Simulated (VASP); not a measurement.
# Mo (Pm-3m) in VASP: notebook

Runs on Mo. Level: PBE. Tasks: single point, relaxation of cell and atoms.

Everything below comes from runs of VASP 6.6.1. Logs are shortened: lines on timing, memory, paths and dates and some standing lists are left out, and cuts for length are marked.

### Step 1. The cell of the first run

The structure is cubic, space group Pm-3m (No. 221). Conventional cell: a = 2.607 Å, b = 2.607 Å, c = 2.607 Å, α = 90.00°, β = 90.00°, γ = 90.00°. Mo (site symmetry m-3m) has 6 Mo at 2.61 Å within 3.4 Å.

### Step 2. Single point, PBE

INCAR reads:

```
SYSTEM = Mo
PREC = Accurate
ENCUT = 520
EDIFF = 1E-7
ISMEAR = -1
SIGMA = 0.08
LREAL = .FALSE.
LASPH = .TRUE.
NELM = 100
ALGO = Normal
ISIF = 2
LWAVE = .FALSE.
LCHARG = .FALSE.
GGA = PE
NBANDS = 13
```

KPOINTS reads:

```
regular mesh
0
G
  15 15 15
  0 0 0
```

POSCAR reads:

```
Mo
1.0
    2.6070541448      0.0000000000      0.0000000000
    0.0000000000      2.6070541448      0.0000000000
    0.0000000000      0.0000000000      2.6070541448
Mo
1
Direct
    0.0000000000      0.0000000000      0.0000000000
```

Potentials or basis: VASP PAW PBE potentials, release 64 (Mo_sv).

Command:

```console
$ cat potpaw_PBE.64/Mo_sv/POTCAR > POTCAR
$ mpirun -np 1 vasp_std > vasp.out
```

OUTCAR:

```text
SYSTEM = Mo
   PREC = Accurate
   ENCUT = 520
   EDIFF = 1E-7
   ISMEAR = -1
   LREAL = .FALSE.
   LASPH = .TRUE.
   NELM = 100
   ISIF = 2
   GGA = PE

 ion  position               nearest neighbor table
   1  0.000  0.000  0.000-

  LATTYP: Found a simple cubic cell.
 ALAT       =     2.6070541448

  Lattice vectors:

 A1 = (   2.6070541448,   0.0000000000,   0.0000000000)
 A2 = (   0.0000000000,   2.6070541448,   0.0000000000)
 A3 = (   0.0000000000,   0.0000000000,   2.6070541448)

Analysis of symmetry for initial positions (statically):
=====================================================================
 Subroutine PRICEL returns:
 Original cell was already a primitive cell.

 Routine SETGRP: Setting up the symmetry group for a
 simple cubic supercell.

 Subroutine GETGRP returns: Found 48 space group operations
 (whereof 48 operations were pure point group operations)
 out of a pool of 48 trial point group operations.

The static configuration has the point symmetry O_h .

Analysis of symmetry for dynamics (positions and initial velocities):
=====================================================================
 Subroutine PRICEL returns:
 Original cell was already a primitive cell.

 Routine SETGRP: Setting up the symmetry group for a
 simple cubic supercell.

 Subroutine GETGRP returns: Found 48 space group operations
 (whereof 48 operations were pure point group operations)
 out of a pool of 48 trial point group operations.

The dynamic configuration has the point symmetry O_h .

 Subroutine INISYM returns: Found 48 space group operations
 (whereof 48 operations are pure point group operations),
 and found     1 'primitive' translations

----------------------------------------------------------------------------------------

                                     Primitive cell

  volume of cell :      17.7194

  direct lattice vectors                    reciprocal lattice vectors
     2.607054145  0.000000000  0.000000000     0.383574696  0.000000000  0.000000000
     0.000000000  2.607054145  0.000000000     0.000000000  0.383574696  0.000000000
     0.000000000  0.000000000  2.607054145     0.000000000  0.000000000  0.383574696

  length of vectors
     2.607054145  2.607054145  2.607054145     0.383574696  0.383574696  0.383574696

  position of ions in fractional coordinates (direct lattice)
     0.000000000  0.000000000  0.000000000

  ion indices of the primitive-cell ions
   primitive index   ion index
                 1           1

----------------------------------------------------------------------------------------

 KPOINTS: regular mesh

Automatic generation of k-mesh.
 Grid dimensions read from file:
 generate k-points for:   15   15   15

 Generating k-lattice:

  Cartesian coordinates                     Fractional coordinates (reciprocal lattice)
     0.025571646  0.000000000  0.000000000     0.066666667  0.000000000  0.000000000
     0.000000000  0.025571646  0.000000000     0.000000000  0.066666667  0.000000000
     0.000000000  0.000000000  0.025571646     0.000000000  0.000000000  0.066666667

  Length of vectors
     0.025571646  0.025571646  0.025571646

  Shift w.r.t. Gamma in fractional coordinates (k-lattice)
     0.000000000  0.000000000  0.000000000

 Subroutine IBZKPT returns following result:
 ===========================================

 Found    120 irreducible k-points:

 Following reciprocal coordinates:
            Coordinates               Weight
  0.000000  0.000000  0.000000      1.000000
  0.066667  0.000000  0.000000      6.000000
  0.133333  0.000000  0.000000      6.000000
  0.200000  0.000000  0.000000      6.000000
  0.266667  0.000000  0.000000      6.000000
  0.333333  0.000000  0.000000      6.000000
[... 16 lines left out ...]
  0.266667  0.200000  0.000000     24.000000
  0.333333  0.200000  0.000000     24.000000
 [... further k-points ...]
   k-points           NKPTS =    120   k-points in BZ     NKDIM =    120   number of bands    NBANDS=     13
   number of dos      NEDOS =    301   number of ions     NIONS =      1
   total plane-waves  NPLWV =   8000
   dimension x,y,z NGX =    20 NGY =   20 NGZ =   20
   dimension x,y,z NGXF=    40 NGYF=   40 NGZF=   40
   ions per type =               1
   NGX,Y,Z   is equivalent  to a cutoff of  12.75, 12.75, 12.75 a.u.
   NGXF,Y,Z  is equivalent  to a cutoff of  25.51, 25.51, 25.51 a.u.
 SYSTEM =  Mo
   PREC   = accura    normal or accurate (medium, high low for compatibility)
   ISTART =      0    job   : 0-new  1-cont  2-samecut
   ICHARG =      2    charge: 1-file 2-atom 10-const
   ISPIN  =      1    spin polarized calculation?
   LNONCOLLINEAR =      F non collinear calculations
   LSORBIT =      F    spin-orbit coupling
   LASPH  =      T    aspherical Exc in radial PAW
   ENCUT  =  520.0 eV  38.22 Ry    6.18 a.u.   4.85  4.85  4.85*2*pi/ulx,y,z
   NELM   =    100;   NELMIN=  2; NELMDL= -5     # of ELM steps
   EDIFF  = 0.1E-06   stopping-criterion for ELM
   LREAL  =      F    real-space projection
   EDIFFG = 0.1E-05   stopping-criterion for IOM
   NSW    =      0    number of steps for IOM
   IBRION =     -1    ionic relax: 0-MD 1-quasi-New 2-CG
   NFREE  =      0    steps in history (QN), initial steepest desc. (CG)
   ISIF   =      2    stress and relaxation
   ISYM   =      2    0-nonsym 1-usesym 2-fastsym
   POTIM  = 0.5000    time-step for ionic-motion
   TEBEG  =    0.0;   TEEND  =   0.0 temperature during run
   PSTRESS=    0.0 pullay stress
   NELECT =      14.0000    total number of electrons
   NUPDOWN=      -1.0000    fix difference up-down
   EMIN   =  10.00;   EMAX   =-10.00  energy-range for DOS
   EFERMI =   0.00;   METHOD = LEGACY
   ISMEAR =    -1;   SIGMA  =   0.08  broadening in eV -4-tet -1-fermi 0-gaus
   EFERMI_NEDOS =   21; number of points for ismear=-14 and -15
   IALGO  =     38    algorithm
   IMIX   =      4    mixing-type and parameters
     AMIX     =   0.40;   BMIX     =  1.00
     AMIX_MAG =   1.60;   BMIX_MAG =  1.00
  volume/ion in A,a.u.               =      17.72       119.58
  Fermi-wavevector in a.u.,A,eV,Ry     =   1.513448  2.860002 31.164476  2.290524
  Thomas-Fermi vector in A             =   2.623238
   LORBIT       =      0    0 simple, 1 ext, 2 COOP (PROOUT), +10 PAW based schemes
   GGA     = PE    functional components
   LHFCALC =     F    Hartree Fock is set to
   AEXX    =    0.0000 exact exchange contribution
   IVDW    =     0    specifies the selected vdW correction
   LEPSILON=     F    determine dielectric tensor
   LRPA    =     F    only Hartree local field effects (RPA)
 non-spin polarized calculation
  energy-cutoff  :      520.00
  volume of cell :       17.72
 maximum number of plane-waves:       487
 NGX is ok and might be reduce to    20
   NGX =  9   NGY =  9   NGZ =  9

 number of electron      13.9999996 magnetization

 Free energy of the ion-electron system (eV)
  ---------------------------------------------------
  ext. energy  EPLUGINS =         0.00000000
  ---------------------------------------------------
  free energy    TOTEN  =        -9.78593981 eV

  energy without entropy =       -9.75635469  energy(sigma->0) =       -9.77114725

 E-fermi :  10.5451     XC(G=0): -12.5495

 val. band max:       10.5338034483   @ k =   0.4000   0.2667   0.1333
 cond. band min:      10.5714638169   @ k =   0.4667   0.2667   0.1333
 fundamental gap:      0.0376603686
 Fermi energy:        10.5450983652

 k-point     1 :       0.0000    0.0000    0.0000
  band No.  band energies     occupation
      1     -50.5154      2.00000
      2     -23.8087      2.00000
      3     -23.8087      2.00000
      4     -23.8087      2.00000
      5       4.1252      2.00000
      6       6.4612      2.00000
      7       6.4612      2.00000
      8      14.3679      0.00000
      9      14.3679      0.00000
     10      14.3679      0.00000
     11      25.9887      0.00000
     12      25.9887      0.00000
     13      25.9887      0.00000

 k-point     2 :       0.0667    0.0000    0.0000
  band No.  band energies     occupation
      1     -50.5073      2.00000
      2     -23.8757      2.00000
      3     -23.8030      2.00000
      4     -23.8030      2.00000
      5       4.2605      2.00000
      6       6.4953      2.00000
      7       6.6115      2.00000
      8      14.1811      0.00000
      9      14.1811      0.00000
     10      14.3813      0.00000
     11      25.2838      0.00000
     12      26.2627      0.00000
     13      26.2627      0.00000

 k-point     3 :       0.1333    0.0000    0.0000
  band No.  band energies     occupation
      1     -50.4842      2.00000
      2     -24.0626      2.00000
      3     -23.7869      2.00000
      4     -23.7869      2.00000
      5       4.6272      2.00000
      6       6.5932      2.00000
      7       7.0683      2.00000
      8      13.6918      0.00000
      9      13.6918      0.00000
     10      14.4194      0.00000
     11      23.7881      0.00000
     12      27.0026      0.00000
     13      27.0026      0.00000

 k-point     4 :       0.2000    0.0000    0.0000
  band No.  band energies     occupation
      1     -50.4501      2.00000
      2     -24.3312      2.00000
      3     -23.7631      2.00000
      4     -23.7631      2.00000
      5       5.1362      2.00000
      6       6.7421      2.00000
      7       7.8186      2.00000
      8      13.0517      0.00000
      9      13.0517      0.00000
     10      14.4762      0.00000
     11      22.2008      0.00000
     12      28.0289      0.00000
     13      28.0289      0.00000

 k-point     5 :       0.2667    0.0000    0.0000
  band No.  band energies     occupation
      1     -50.4104      2.00000
      2     -24.6306      2.00000
      3     -23.7356      2.00000
      4     -23.7356      2.00000
      5       5.7049      2.00000
      6       6.9206      2.00000
      7       8.7636      2.00000
      8      12.4029      0.00000
      9      12.4029      0.00000
     10      14.5423      0.00000
     11      20.8491      0.00000
     12      27.3125      0.00000
     13      29.1660      0.00000
[... 257 lines left out ...]
 k-point    22 :       0.2000    0.2000    0.0000
  band No.  band energies     occupation
      1     -50.3854      2.00000
      2     -24.2937      2.00000
      3     -24.2583      2.00000
      4     -23.7183      2.00000
      5       6.0321      2.00000
      6       7.5799      2.00000
      7       8.5222      2.00000
      8      11.7942      0.00000
      9      13.0570      0.00000
     10      13.3850      0.00000
     11      23.3636      0.00000
     12      24.1921      0.00000
     13      29.1487      0.00000

 k-point    23 :       0.2667    0.2000    0.0000
  band No.  band energies     occupation
      1     -50.3463      2.00000
      2     -24.5712      2.00000
      3     -24.2416      2.00000
      4     -23.6914      2.00000
      5       6.4628      2.00000
      6       7.7953      2.00000
      7       9.1936      2.00000
      8      11.5557      0.00001
      9      12.5577      0.00000
     10      13.3562      0.00000
     11      22.0763      0.00000
     12      24.7777      0.00000
     13      28.5101      0.00000

 k-point    24 :       0.3333    0.2000    0.0000
  band No.  band energies     occupation
      1     -50.3086      2.00000
      2     -24.8439      2.00000
      3     -24.2102      2.00000
      4     -23.6655      2.00000
      5       6.8718      2.00000
      6       7.8851      2.00000
      7       9.4534      2.00000
      8      12.0342      0.00000
      9      12.1031      0.00000
     10      13.4336      0.00000
     11      20.8274      0.00000
     12      25.5584      0.00000
     13      27.8152      0.00000

 [... further k-points ...]

------------------------ aborting loop because EDIFF is reached ----------------------------------------

  FORCE on cell =-STRESS in cart. coord.  units (eV):
  Direction    XX          YY          ZZ          XY          YZ          ZX
  --------------------------------------------------------------------------------------
  -------------------------------------------------------------------------------------
  Total       -0.0932384     -0.0932384     -0.0932384      0.0000000     -0.0000000     -0.0000000
  in kB       -8.4305407     -8.4305407     -8.4305407      0.0000000     -0.0000000     -0.0000000
  external PRESSURE =      -8.4305407 kB  Pullay stress =       0.0000000 kB

 VOLUME and BASIS-vectors are now :
 -----------------------------------------------------------------------------
  energy-cutoff  :      520.00
  volume of cell :       17.72
      direct lattice vectors                 reciprocal lattice vectors
     2.607054145  0.000000000  0.000000000     0.383574696  0.000000000  0.000000000
     0.000000000  2.607054145  0.000000000     0.000000000  0.383574696  0.000000000
     0.000000000  0.000000000  2.607054145     0.000000000  0.000000000  0.383574696

 POSITION                                       TOTAL-FORCE (eV/Angst)
 -----------------------------------------------------------------------------------
      0.00000      0.00000      0.00000         0.000000      0.000000      0.000000
 -----------------------------------------------------------------------------------
    total drift:                               -0.000000      0.000000     -0.000000

  FREE ENERGIE OF THE ION-ELECTRON SYSTEM (eV)
  ---------------------------------------------------
  free  energy   TOTEN  =        -9.7859398086 eV

  energy  without entropy=       -9.7563546907  energy(sigma->0) =       -9.77114725
```

Wall time 41 s (1 thread of AMD EPYC 7R13, shared host); peak memory 0.11 GiB.

What came out:

```yaml
Free_energy: -9.7859 eV
Pressure: -0.8 GPa
Band_gap_on_the_k_mesh: zero (band 7 reaches 11.96 eV, above the bottom of band 8 at 9.57 eV)
```

### Step 3. Single point, PBE

INCAR reads:

```
  PREC = Accurate
  ENCUT = 520
  EDIFF = 1E-6
  ISMEAR = -1
  SIGMA = 0.08
  LREAL = False
  LASPH = True
  NELM = 80
  ALGO = Normal
  ISIF = 2
  LWAVE = False
  LCHARG = True
  GGA = PE
  LELF = True
  LVHAR = True
  NBANDS = 13
```

KPOINTS reads:

```
Automatic mesh
0
Gamma
  15 15 15
```

POSCAR is that of step 2.

Potentials or basis: VASP PAW PBE potentials, release 64 (Mo_sv).

Command:

```console
$ cat potpaw_PBE.64/Mo_sv/POTCAR > POTCAR
$ mpirun -np 1 vasp_std > vasp.out
```

It took 36 s on 1 thread of AMD EPYC 7R13, shared host; peak memory 0.11 GiB.

Results (log left out):

```yaml
Free_energy: -9.7859 eV
Pressure: -0.9 GPa
Band_gap_on_the_k_mesh: zero (band 7 reaches 11.96 eV, above the bottom of band 8 at 9.57 eV)
```

Levels at points of the mesh, in eV from the Fermi level:
```csv
k point,band 5,band 6,band 7,band 8,band 9,band 10
"(0.00, 0.00, 0.00)",-6.42,-4.08,-4.08,3.82,3.82,3.82
```

### Step 4. Relaxation of cell and atoms, PBE, target pressure -1.3 GPa, at which the enthalpy is minimised

This run uses another cell than the first one, of 17.16 Å³/atom, 0.968 times its volume.

INCAR reads:

```
PREC = Accurate ; ENCUT = 600
EDIFF = 1E-6 ; ISMEAR = -1
SIGMA = 0.08 ; LREAL = False
LASPH = True ; NELM = 80
ALGO = Normal ; ISIF = 3
LWAVE = False ; LCHARG = False
GGA = PE ; IBRION = 2
NSW = 60 ; EDIFFG = -0.005
PSTRESS = -13.0
```

KPOINTS reads:

```
regular mesh
0
Gamma
  15 15 15
```

POSCAR reads:

```
Mo
1.0
    2.5792507841      0.0000000000      0.0000000000
    0.0000000000      2.5792507841      0.0000000000
    0.0000000000      0.0000000000      2.5792507841
Mo
1
Direct
    0.0000000000      0.0000000000      0.0000000000
```

Command:

```console
$ cat potpaw_PBE.64/Mo_sv/POTCAR > POTCAR
$ mpirun -np 1 vasp_std > vasp.out
```

Wall time 1.9 min (1 thread of AMD EPYC 7R13, shared host); peak memory 0.14 GiB.

The run converged. Its results:

```yaml
Free_energy: -9.7851 eV
Relaxed_volume: 17.76 Å³/atom
Relaxed_cell: a = 2.609 Å, b = 2.609 Å, c = 2.609 Å, α = 90.00°, β = 90.00°, γ = 90.00°
Space_group_after_relaxing_to_0.05_Å: Pm-3m (No. 221)
Energy_change_on_relaxing_the_enthalpy_is_what_falls: -7.2 meV/atom
Ionic_steps: 4
Pressure_after_relaxing: -1.3 GPa
Band_gap_on_the_k_mesh: zero (band 7 reaches 11.93 eV, above the bottom of band 8 at 9.54 eV)
```

The path:
```
step  energy change (eV)  largest force (eV/Å)  pressure (GPa)  volume (Å³)
   1              0.0000                0.0000            5.38        17.16
   2              0.0464                0.0000          -11.90        19.00
   3             -0.0071                0.0000           -1.41        17.77
   4             -0.0072                0.0000           -1.31        17.76
```

Final structure:
```cif
data_structure
_symmetry_space_group_name_H-M 'P 1'
_symmetry_Int_Tables_number 1
_cell_length_a 2.6089
_cell_length_b 2.6089
_cell_length_c 2.6089
_cell_angle_alpha 90.000
_cell_angle_beta 90.000
_cell_angle_gamma 90.000
_cell_volume 17.76
loop_
_atom_site_label
_atom_site_type_symbol
_atom_site_fract_x
_atom_site_fract_y
_atom_site_fract_z
_atom_site_occupancy
Mo1 Mo 0.00000 0.00000 0.00000 1
```

Levels at points of the mesh, in eV from the Fermi level:
```csv
k point,band 3,band 4,band 5,band 6,band 7,band 8,band 9,band 10,band 11
"(0.00, 0.00, 0.00)",-34.36,-34.36,-6.41,-4.07,-4.07,3.81,3.81,3.81,15.43
```

Caveat: the cell is relaxed towards a set pressure, so the enthalpy falls and the energy may rise.

[end of part 1 of 2]
